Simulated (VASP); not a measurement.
Here is a VASP 6.6.1 calculation.

The input POSCAR:

```
SnO2
1.0
    5.1011480293      0.0000000000      0.0000000000
    0.0000000000      5.1011480293      0.0000000000
    0.0000000000      0.0000000000      5.1011480293
Sn O
4 8
Direct
    0.0000000000      0.5000000000      0.5000000000
    0.5000000000      0.5000000000      0.0000000000
    0.5000000000      0.0000000000      0.5000000000
    0.0000000000      0.0000000000      0.0000000000
    0.3397299931      0.1602700069      0.8397299931
    0.1602700069      0.8397299931      0.3397299931
    0.8397299931      0.3397299931      0.1602700069
    0.6602700069      0.6602700069      0.6602700069
    0.3397299931      0.3397299931      0.3397299931
    0.1602700069      0.6602700069      0.8397299931
    0.8397299931      0.1602700069      0.6602700069
    0.6602700069      0.8397299931      0.1602700069
```

The input INCAR.step1:

```
SYSTEM = SnO2
PREC = Accurate ; ENCUT = 520
ISMEAR = 0 ; SIGMA = 0.05
LREAL = .False. ; LASPH = .True.
NELM = 80 ; NBANDS = 64
GGA = PE ; ALGO = Normal
EDIFF = 1E-4 ; LWAVE = .True.
LCHARG = .False.
```

The input INCAR.step2:

```
SYSTEM = SnO2
PREC = Accurate ; ENCUT = 520
EDIFF = 1E-7 ; ISMEAR = 0
SIGMA = 0.05 ; LREAL = .False.
LASPH = .True. ; NELM = 80
ALGO = Normal ; ISIF = 2
LWAVE = .False. ; LCHARG = .False.
METAGGA = R2SCAN ; LMIXTAU = .True.
NBANDS = 64 ; ISTART = 1
```

The input KPOINTS:

```
Automatic mesh
0
Gamma
  4 4 4
  0 0 0
```

Potentials or basis: VASP PAW PBE potentials, release 64 (Sn_d, O).

Command:

```console
$ cat potpaw_PBE.64/Sn_d/POTCAR potpaw_PBE.64/O/POTCAR > POTCAR
$ cp INCAR.step1 INCAR
$ mpirun -np 1 vasp_std > vasp.out
$ cp INCAR.step2 INCAR
$ mpirun -np 1 vasp_std > vasp.out
```

Predict the band gap on the k mesh.

1.64 eV (least direct gap 1.71 eV).

Estimate the largest force.

0.006 eV/Å.

What does it give for the pressure?

1.1 GPa.

Forces in eV/Å, atoms in the order of the input:
```
Sn   0.000  0.000  0.000
Sn   0.000  0.000  0.000
Sn   0.000  0.000  0.000
Sn   0.000  0.000  0.000
O    0.003 -0.003  0.003
O   -0.003  0.003  0.003
O    0.003  0.003 -0.003
O   -0.003 -0.003 -0.003
O    0.003  0.003  0.003
O   -0.003 -0.003  0.003
O    0.003 -0.003 -0.003
O   -0.003  0.003 -0.003
```

Caveat: the PAW data sets were made with another functional, which shifts forces and pressure a little; spin-orbit coupling is left out, which moves the levels of the heavy elements. A k mesh can miss the band edges.
